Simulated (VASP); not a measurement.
CuO, 4 atoms in the cell. Symmetry: Cccm, No. 66, orthorhombic system. The conventional cell has a = 3.982 Å, b = 4.307 Å, c = 5.156 Å, α = 90.00°, β = 90.00°, γ = 90.00°. Within 2.6 Å of Cu (site symmetry 2/m) lie 4 O at 1.95 Å. O (site symmetry 222) has 4 Cu at 1.95 Å and 2 O at 2.58 Å within 2.6 Å. 

* Program: VASP 6.6.1
* Task: single point
* Functional: PBEsol
* Potentials or basis: VASP PAW PBE potentials, release 64 (Cu, O)
* Cutoff: 520 eV
* k mesh: 9 × 9 × 5
* Occupations: fermi-dirac, width 0.05 eV
* Spin: no spin polarisation
* Hubbard terms: Cu d U = 5.3 eV
* Dipole correction: no
* Further INCAR settings: ALGO = Normal; EDIFF = 1e-07; NBANDS = 25

Potentials or basis: VASP PAW PBE potentials, release 64 (Cu, O).

Run with:

```sh
$ cat potpaw_PBE.64/Cu/POTCAR potpaw_PBE.64/O/POTCAR > POTCAR
$ mpirun -np 1 vasp_std > vasp.out
```

Hardware: 1 thread of Intel(R) Xeon(R) Platinum 8488C (Sapphire Rapids), with other jobs on the host.

**Question.** Estimate the wall time of this run.

**Answer.** Run time: 52 s on 1 thread of Intel(R) Xeon(R) Platinum 8488C (Sapphire Rapids), with other jobs on the host, peak memory 0.2 GiB. Counts: scf iterations 15, k points 75.
